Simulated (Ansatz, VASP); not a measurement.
This is a calculation of ZnBi3 for Ansatz 0.2.0.

File input.yaml:

```yaml
crystal:
  lattice:
    - [-2.5721446395, 2.5721446395, 4.6524005239]
    - [2.5721446395, -2.5721446395, 4.6524005239]
    - [2.5721446395, 2.5721446395, -4.6524005239]
  atoms:
    - { symbol: Bi, position: [0.5, 0.5, 0.0] }
    - { symbol: Bi, position: [0.25, 0.75, 0.5] }
    - { symbol: Bi, position: [0.75, 0.25, 0.5] }
    - { symbol: Zn, position: [0.0, 0.0, 0.0] }
hamiltonian:
  xc: pbe
  pseudopotentials: { kind: paw }
kpoints:
  mp_grid: { grid: [8, 8, 8] }
scf:
  occupations: { method: fermi_dirac, width: 0.05 }
output:
  forces: true
  stress: true
  eigenvalues: true
```

Potentials or basis: Ansatz PAW.

Command:

```sh
$ ansatz run input.yaml --threads 2 --pin off --max-ram 5120MiB --backend cpu --events-out ev --progress --plain --runs-dir out
```

Question: Translate it to VASP 6.6.1. Potentials there: VASP PAW PBE potentials, release 64 (Bi_d, Zn).

Answer: As run (the cutoff follows the program's own potentials):

Contents of INCAR:

```
PREC = Accurate
ENCUT = 520
EDIFF = 1E-7
ISMEAR = -1
SIGMA = 0.05
LREAL = False
LASPH = True
NELM = 60
ALGO = Fast
ISIF = 2
LWAVE = False
LCHARG = False
GGA = PE
NBANDS = 36
```

Contents of KPOINTS:

```
Automatic mesh
0
Gamma
  8 8 8
```

File POSCAR:

```
ZnBi3
1.0
   -2.5721446395      2.5721446395      4.6524005239
    2.5721446395     -2.5721446395      4.6524005239
    2.5721446395      2.5721446395     -4.6524005239
Bi Zn
3 1
Direct
    0.5000000000      0.5000000000      0.0000000000
    0.2500000000      0.7500000000      0.5000000000
    0.7500000000      0.2500000000      0.5000000000
    0.0000000000      0.0000000000      0.0000000000
```

Potentials or basis: VASP PAW PBE potentials, release 64 (Bi_d, Zn).

Command:

```bash
$ cat potpaw_PBE.64/Bi_d/POTCAR potpaw_PBE.64/Zn/POTCAR > POTCAR
$ mpirun -np 1 vasp_std > vasp.out
```

Both were run:

|  | VASP | Ansatz | Ansatz less VASP |
| --- | --- | --- | --- |
| gap on the k mesh at the Fermi level (eV) | none | none | - |
| pressure (GPa) | -2.4 | -2.4 | +0.04 |
| traceless stress, the component that is largest in VASP (GPa) | 0.37 | 0.37 | -0.004 |

A gap of «none» marks a metal or a gap that the smearing closes. With one functional, cell and mesh, what is left measures potentials, basis and numerics.

Spin-orbit coupling is off throughout.
